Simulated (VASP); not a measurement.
# TiSi3O8 (Cmmm) in VASP: further runs

TiSi3O8 is run at these levels: r2SCAN; tasks: single point.

Everything below comes from runs of VASP 6.6.1. Logs are shortened: lines on timing, memory, paths and dates and some standing lists are left out, and cuts for length are marked.

### 1 The cell of the first run

Symmetry: Cmmm, No. 65, orthorhombic system. Conventional cell: a = 6.011 Å, b = 6.115 Å, c = 5.504 Å, α = 90.00°, β = 90.00°, γ = 90.00°. Si (site symmetry mmm) has 6 O at 1.76 to 1.87 Å within 2.3 Å. Within 2.4 Å of Si (site symmetry mm2) lie 6 O at 1.79 to 1.80 Å. O (site symmetry m2m) has 3 Si at 1.79 to 1.87 Å and 1 O at 2.38 Å within 2.4 Å. Within 2.3 Å of O (site symmetry m) lie 2 Si at 1.76 to 1.80 Å and 1 Ti at 1.91 Å. Within 2.4 Å of O (site symmetry m2m) lie 2 Si at 1.79 Å and 1 Ti at 1.95 Å and 1 O at 2.22 Å. Ti (site symmetry mmm) has 6 O at 1.91 to 1.95 Å within 2.5 Å.

### 2 Single point, r2SCAN

File POSCAR:

```
TiSi3O8
1.0
    3.0576756851     -3.0057199499      0.0000000000
    3.0576756851      3.0057199499      0.0000000000
    0.0000000000      0.0000000000      5.5039105076
Si O Ti
3 8 1
Direct
    0.5000000000      0.5000000000      0.0000000000
    0.0000000000      0.0000000000      0.7559215282
    0.0000000000      0.0000000000      0.2440784718
    0.1945064631      0.1945064631      0.0000000000
    0.8054935369      0.8054935369      0.0000000000
    0.7009395754      0.2990604246      0.7679688965
    0.2990604246      0.7009395754      0.7679688965
    0.1815447389      0.1815447389      0.5000000000
    0.8184552611      0.8184552611      0.5000000000
    0.7009395754      0.2990604246      0.2320311035
    0.2990604246      0.7009395754      0.2320311035
    0.5000000000      0.5000000000      0.5000000000
```

File INCAR.step1:

```
SYSTEM = TiSi3O8
PREC = Accurate ; ENCUT = 520
ISMEAR = -1 ; SIGMA = 0.02
LREAL = .False. ; LASPH = .True.
NELM = 60 ; NBANDS = 48
GGA = PE ; ALGO = Normal
EDIFF = 1E-4 ; LWAVE = .True.
LCHARG = .False.
```

File INCAR.step2:

```
SYSTEM = TiSi3O8
PREC = Accurate ; ENCUT = 520
EDIFF = 1E-6 ; ISMEAR = -1
SIGMA = 0.02 ; LREAL = .False.
LASPH = .True. ; NELM = 60
ALGO = Normal ; ISIF = 2
LWAVE = .False. ; LCHARG = .False.
METAGGA = R2SCAN ; LMIXTAU = .True.
NBANDS = 48 ; ISTART = 1
```

File KPOINTS:

```
Automatic mesh
0
Gamma
  6 6 4
  0 0 0
```

Potentials or basis: VASP PAW PBE potentials, release 64 (Si, O, Ti_sv).

On the command line:

```sh
$ cat potpaw_PBE.64/Si/POTCAR potpaw_PBE.64/O/POTCAR potpaw_PBE.64/Ti_sv/POTCAR > POTCAR
$ cp INCAR.step1 INCAR
$ mpirun -np 1 vasp_std > vasp.out
$ cp INCAR.step2 INCAR
$ mpirun -np 1 vasp_std > vasp.out
```

OUTCAR:

```text
SYSTEM = TiSi3O8
   PREC = Accurate
   ENCUT = 520
   EDIFF = 1E-6
   ISMEAR = -1
   LREAL = .False.
   LASPH = .True.
   NELM = 60
   ISIF = 2
   METAGGA = R2SCAN
   ISTART = 1

 ion  position               nearest neighbor table
   1  0.500  0.500  0.000-   6 1.76   7 1.76  10 1.76  11 1.76   4 1.87   5 1.87  12 2.75  12 2.75

   2  0.000  0.000  0.756-   8 1.79   9 1.79   4 1.79   5 1.79   6 1.80   7 1.80   3 2.69   3 2.82

   3  0.000  0.000  0.244-   8 1.79   9 1.79   4 1.79   5 1.79  10 1.80  11 1.80   2 2.69   2 2.82

   4  0.195  0.195  0.000-   2 1.79   3 1.79   1 1.87
   5  0.805  0.805  0.000-   2 1.79   3 1.79   1 1.87
   6  0.701  0.299  0.768-   1 1.76   2 1.80  12 1.91
   7  0.299  0.701  0.768-   1 1.76   2 1.80  12 1.91
   8  0.182  0.182  0.500-   2 1.79   3 1.79  12 1.95
   9  0.818  0.818  0.500-   2 1.79   3 1.79  12 1.95
  10  0.701  0.299  0.232-   1 1.76   3 1.80  12 1.91
  11  0.299  0.701  0.232-   1 1.76   3 1.80  12 1.91
  12  0.500  0.500  0.500-   6 1.91   7 1.91  10 1.91  11 1.91   8 1.95   9 1.95   1 2.75   1 2.75

  LATTYP: Found a base centered orthorhombic cell.
 ALAT       =     6.0114398998
 B/A-ratio  =     1.0172856208
 C/A-ratio  =     0.9155727412

  Lattice vectors:

 A1 = (  -3.0576756851,  -3.0057199499,   0.0000000000)
 A2 = (   3.0576756851,  -3.0057199499,   0.0000000000)
 A3 = (   0.0000000000,   0.0000000000,   5.5039105076)

Analysis of symmetry for initial positions (statically):
=====================================================================
 Subroutine PRICEL returns:
 Original cell was already a primitive cell.

 Routine SETGRP: Setting up the symmetry group for a
 base centered orthorhombic supercell.

 Subroutine GETGRP returns: Found  8 space group operations
 (whereof  8 operations were pure point group operations)
 out of a pool of  8 trial point group operations.

The static configuration has the point symmetry D_2h.

Analysis of symmetry for dynamics (positions and initial velocities):
=====================================================================
 Subroutine PRICEL returns:
 Original cell was already a primitive cell.

 Routine SETGRP: Setting up the symmetry group for a
 base centered orthorhombic supercell.

 Subroutine GETGRP returns: Found  8 space group operations
 (whereof  8 operations were pure point group operations)
 out of a pool of  8 trial point group operations.

The dynamic configuration has the point symmetry D_2h.

 Subroutine INISYM returns: Found  8 space group operations
 (whereof  8 operations are pure point group operations),
 and found     1 'primitive' translations

----------------------------------------------------------------------------------------

                                     Primitive cell

  volume of cell :     101.1676

  direct lattice vectors                    reciprocal lattice vectors
     3.057675685 -3.005719950  0.000000000     0.163522902 -0.166349496  0.000000000
     3.057675685  3.005719950  0.000000000     0.163522902  0.166349496  0.000000000
     0.000000000  0.000000000  5.503910508     0.000000000  0.000000000  0.181689001

  length of vectors
     4.287625568  4.287625568  5.503910508     0.233263573  0.233263573  0.181689001

  position of ions in fractional coordinates (direct lattice)
     0.500000000  0.500000000  0.000000000
     0.000000000  0.000000000  0.755921528
     0.000000000  0.000000000  0.244078472
     0.194506463  0.194506463  0.000000000
     0.805493537  0.805493537  0.000000000
     0.700939575  0.299060425  0.767968897
     0.299060425  0.700939575  0.767968897
     0.181544739  0.181544739  0.500000000
     0.818455261  0.818455261  0.500000000
     0.700939575  0.299060425  0.232031103
     0.299060425  0.700939575  0.232031103
     0.500000000  0.500000000  0.500000000

  ion indices of the primitive-cell ions
   primitive index   ion index
                 1           1
                 2           2
                 3           3
                 4           4
                 5           5
                 6           6
                 7           7
                 8           8
                 9           9
                10          10
                11          11
                12          12

----------------------------------------------------------------------------------------

 KPOINTS: Automatic mesh

Automatic generation of k-mesh.
 Grid dimensions read from file:
 generate k-points for:    6    6    4

 Generating k-lattice:

  Cartesian coordinates                     Fractional coordinates (reciprocal lattice)
     0.027253817 -0.027724916  0.000000000     0.166666667  0.000000000  0.000000000
     0.027253817  0.027724916  0.000000000     0.000000000  0.166666667  0.000000000
     0.000000000  0.000000000  0.045422250     0.000000000  0.000000000  0.250000000

  Length of vectors
     0.038877262  0.038877262  0.045422250

  Shift w.r.t. Gamma in fractional coordinates (k-lattice)
     0.000000000  0.000000000  0.000000000

 Subroutine IBZKPT returns following result:
 ===========================================

 Found     39 irreducible k-points:

 Following reciprocal coordinates:
            Coordinates               Weight
  0.000000  0.000000  0.000000      1.000000
  0.166667 -0.000000  0.000000      4.000000
  0.333333 -0.000000  0.000000      4.000000
  0.500000  0.000000  0.000000      2.000000
  0.166667  0.166667  0.000000      2.000000
  0.333333  0.166667  0.000000      4.000000
[... 16 lines left out ...]
  0.333333  0.333333  0.250000      4.000000
  0.500000  0.333333  0.250000      8.000000
 [... further k-points ...]
   k-points           NKPTS =     39   k-points in BZ     NKDIM =     39   number of bands    NBANDS=     48
   number of dos      NEDOS =    301   number of ions     NIONS =     12
   total plane-waves  NPLWV =  43008
   dimension x,y,z NGX =    32 NGY =   32 NGZ =   42
   dimension x,y,z NGXF=    64 NGYF=   64 NGZF=   84
   ions per type =               3   8   1
   NGX,Y,Z   is equivalent  to a cutoff of  12.41, 12.41, 12.69 a.u.
   NGXF,Y,Z  is equivalent  to a cutoff of  24.81, 24.81, 25.37 a.u.
 SYSTEM =  TiSi3O8
   PREC   = accura    normal or accurate (medium, high low for compatibility)
   ISTART =      1    job   : 0-new  1-cont  2-samecut
   ICHARG =      0    charge: 1-file 2-atom 10-const
   ISPIN  =      1    spin polarized calculation?
   LNONCOLLINEAR =      F non collinear calculations
   LSORBIT =      F    spin-orbit coupling
   LASPH  =      T    aspherical Exc in radial PAW
   ENCUT  =  520.0 eV  38.22 Ry    6.18 a.u.   7.97  7.97 10.23*2*pi/ulx,y,z
   NELM   =     60;   NELMIN=  2; NELMDL=  0     # of ELM steps
   EDIFF  = 0.1E-05   stopping-criterion for ELM
   LREAL  =      F    real-space projection
   EDIFFG = 0.1E-04   stopping-criterion for IOM
   NSW    =      0    number of steps for IOM
   IBRION =     -1    ionic relax: 0-MD 1-quasi-New 2-CG
   NFREE  =      0    steps in history (QN), initial steepest desc. (CG)
   ISIF   =      2    stress and relaxation
   ISYM   =      2    0-nonsym 1-usesym 2-fastsym
   POTIM  = 0.5000    time-step for ionic-motion
   TEBEG  =    0.0;   TEEND  =   0.0 temperature during run
   PSTRESS=    0.0 pullay stress
   NELECT =      72.0000    total number of electrons
   NUPDOWN=      -1.0000    fix difference up-down
   EMIN   =  10.00;   EMAX   =-10.00  energy-range for DOS
   EFERMI =   0.00;   METHOD = LEGACY
   ISMEAR =    -1;   SIGMA  =   0.02  broadening in eV -4-tet -1-fermi 0-gaus
   EFERMI_NEDOS =   21; number of points for ismear=-14 and -15
   IALGO  =     38    algorithm
   IMIX   =      4    mixing-type and parameters
     AMIX     =   0.40;   BMIX     =  1.00
     AMIX_MAG =   1.60;   BMIX_MAG =  1.00
  volume/ion in A,a.u.               =       8.43        56.89
  Fermi-wavevector in a.u.,A,eV,Ry     =   1.461634  2.762087 29.067123  2.136373
  Thomas-Fermi vector in A             =   2.577942
   LORBIT       =      0    0 simple, 1 ext, 2 COOP (PROOUT), +10 PAW based schemes
   METAGGA = R2SCAN    functional components
   LHFCALC =     F    Hartree Fock is set to
   AEXX    =    0.0000 exact exchange contribution
   IVDW    =     0    specifies the selected vdW correction
   LEPSILON=     F    determine dielectric tensor
   LRPA    =     F    only Hartree local field effects (RPA)
 non-spin polarized calculation
  energy-cutoff  :      520.00
  volume of cell :      101.17
 maximum number of plane-waves:      2748
   NGX = 15   NGY = 15   NGZ = 21

 number of electron      72.0000004 magnetization

 Free energy of the ion-electron system (eV)
  ---------------------------------------------------
  ext. energy  EPLUGINS =         0.00000000
  ---------------------------------------------------
  free energy    TOTEN  =      -122.22050218 eV

  energy without entropy =     -122.22050218  energy(sigma->0) =     -122.22050218

 E-fermi :   7.3924     XC(G=0): -12.6825

 val. band max:        6.9025231755   @ k =   0.0000   0.0000   0.0000
 cond. band min:       9.1539269314   @ k =   0.0000   0.0000   0.0000
 fundamental gap:      2.2514037559
 Fermi energy:         7.3924206479

 k-point     1 :       0.0000    0.0000    0.0000
  band No.  band energies     occupation
      1     -52.5412      2.00000
      2     -27.9867      2.00000
      3     -27.8014      2.00000
      4     -27.6628      2.00000
      5     -15.6130      2.00000
      6     -13.4480      2.00000
[... 40 lines left out ...]
     47      18.5496      0.00000
     48      19.6330      0.00000
[... 1171 lines left out ...]
     47      19.0826      0.00000
     48      19.4155      0.00000

 [... further k-points ...]

------------------------ aborting loop because EDIFF is reached ----------------------------------------

  FORCE on cell =-STRESS in cart. coord.  units (eV):
  Direction    XX          YY          ZZ          XY          YZ          ZX
  --------------------------------------------------------------------------------------
  -------------------------------------------------------------------------------------
  Total        0.2275467      0.2775893      0.7644927     -0.0000000      0.0000000      0.0000000
  in kB        3.6036274      4.3961443     12.1071704     -0.0000000      0.0000000      0.0000000
  external PRESSURE =       6.7023140 kB  Pullay stress =       0.0000000 kB

 VOLUME and BASIS-vectors are now :
 -----------------------------------------------------------------------------
  energy-cutoff  :      520.00
  volume of cell :      101.17
      direct lattice vectors                 reciprocal lattice vectors
     3.057675685 -3.005719950  0.000000000     0.163522902 -0.166349496  0.000000000
     3.057675685  3.005719950  0.000000000     0.163522902  0.166349496  0.000000000
     0.000000000  0.000000000  5.503910508     0.000000000  0.000000000  0.181689001

 POSITION                                       TOTAL-FORCE (eV/Angst)
 -----------------------------------------------------------------------------------
      3.05768      0.00000      0.00000         0.000000      0.000000      0.000000
      0.00000      0.00000      4.16052        -0.000000      0.000000     -0.004217
      0.00000      0.00000      1.34339         0.000000      0.000000      0.004217
      1.18948      0.00000      0.00000         0.022096      0.000000      0.000000
      4.92588      0.00000      0.00000        -0.022096      0.000000     -0.000000
      3.05768     -1.20794      4.22683         0.000000     -0.053396      0.035917
      3.05768      1.20794      4.22683         0.000000      0.053396      0.035917
      1.11021      0.00000      2.75196        -0.040667      0.000000      0.000000
      5.00514      0.00000      2.75196         0.040667      0.000000      0.000000
      3.05768     -1.20794      1.27708         0.000000     -0.053396     -0.035917
      3.05768      1.20794      1.27708         0.000000      0.053396     -0.035917
      3.05768      0.00000      2.75196         0.000000      0.000000      0.000000
 -----------------------------------------------------------------------------------
    total drift:                                0.000000      0.000000     -0.000000

  FREE ENERGIE OF THE ION-ELECTRON SYSTEM (eV)
  ---------------------------------------------------
  free  energy   TOTEN  =      -122.2205021755 eV

  energy  without entropy=     -122.2205021755  energy(sigma->0) =     -122.22050218
```

Wall time 9.5 min (1 thread of Oxide Virtual Turin-like, shared host); peak memory 0.26 GiB.

Results:

```yaml
Free_energy: -122.2205 eV
Pressure: 0.7 GPa
Largest_force: 0.064 eV/Å
Band_gap_on_the_k_mesh: 2.25 eV
```

Forces in eV/Å, atoms in the order of the input:
```
Si   0.000  0.000  0.000
Si   0.000  0.000 -0.004
Si   0.000  0.000  0.004
O    0.022  0.000  0.000
O   -0.022  0.000  0.000
O    0.000 -0.053  0.036
O    0.000  0.053  0.036
O   -0.041  0.000  0.000
O    0.041  0.000  0.000
O    0.000 -0.053 -0.036
O    0.000  0.053 -0.036
Ti   0.000  0.000  0.000
```

Stress tensor (GPa, compression positive):
```
0.36 0.00 0.00
0.00 0.44 0.00
0.00 0.00 1.21
```

Caveat: the PAW data sets were made with another functional, which shifts forces and pressure a little. A k mesh can miss the band edges.

### 3 Single point, r2SCAN

POSCAR is that of step 2.

File INCAR.step1:

```
SYSTEM = TiSi3O8
PREC = Accurate
ENCUT = 520
ISMEAR = 0
SIGMA = 0.01
LREAL = .False.
LASPH = .True.
NELM = 60
NBANDS = 48
GGA = PE
ALGO = Normal
EDIFF = 1E-4
LWAVE = .True.
LCHARG = .False.
```

File INCAR.step2:

```
SYSTEM = TiSi3O8
PREC = Accurate
ENCUT = 520
EDIFF = 1E-7
ISMEAR = 0
SIGMA = 0.01
LREAL = .False.
LASPH = .True.
NELM = 60
ALGO = Normal
ISIF = 2
LWAVE = .False.
LCHARG = .True.
METAGGA = R2SCAN
LMIXTAU = .True.
LELF = .True.
LVHAR = .True.
NBANDS = 48
ISTART = 1
```

File KPOINTS:

```
regular mesh
0
Gamma
  6 6 6
  0 0 0
```

Potentials or basis: VASP PAW PBE potentials, release 64 (Si, O, Ti_sv).

On the command line:

```sh
$ cat potpaw_PBE.64/Si/POTCAR potpaw_PBE.64/O/POTCAR potpaw_PBE.64/Ti_sv/POTCAR > POTCAR
$ cp INCAR.step1 INCAR
$ mpirun -np 1 vasp_std > vasp.out
$ cp INCAR.step2 INCAR
$ mpirun -np 1 vasp_std > vasp.out
```

It took 16 min on 1 thread of Oxide Virtual Turin-like, shared host; peak memory 0.3 GiB.

It converged, with:

```
Free energy            : -122.2206 eV
Pressure               : 0.7 GPa
Largest force          : 0.064 eV/Å
Band gap on the k mesh : 2.25 eV
```

Forces on the atoms (eV/Å):
```
Si   0.000  0.000  0.000
Si   0.000  0.000 -0.004
Si   0.000  0.000  0.004
O    0.022  0.000  0.000
O   -0.022  0.000  0.000
O    0.000 -0.053  0.036
O    0.000  0.053  0.036
O   -0.041  0.000  0.000
O    0.041  0.000  0.000
O    0.000 -0.053 -0.036
O    0.000  0.053 -0.036
Ti   0.000  0.000  0.000
```

Stress tensor (GPa, compression positive):
```
0.36 0.00 0.00
0.00 0.44 0.00
0.00 0.00 1.21
```

Levels at points of the mesh, in eV from the valence-band top:
| k point | band 34 | band 35 | band 36 | band 37 | band 38 | band 39 |
| --- | --- | --- | --- | --- | --- | --- |
| (0.00, 0.00, 0.00) | -0.78 | -0.70 | 0.00 | 2.25 | 3.38 | 3.43 |
| (0.50, 0.00, 0.00) | -1.59 | -1.12 | -0.88 | 2.46 | 3.02 | 3.05 |
| (0.50, 0.50, 0.00) | -1.68 | -1.37 | -1.04 | 2.29 | 3.08 | 3.22 |
| (0.00, 0.00, 0.50) | -1.19 | -1.01 | -0.49 | 2.65 | 3.30 | 3.39 |
| (0.50, 0.00, 0.50) | -1.36 | -1.33 | -0.91 | 2.75 | 3.04 | 3.18 |
| (0.50, 0.50, 0.50) | -1.57 | -1.51 | -1.41 | 2.82 | 2.88 | 3.34 |

Caveat: the PAW data sets were made with another functional, which shifts forces and pressure a little.
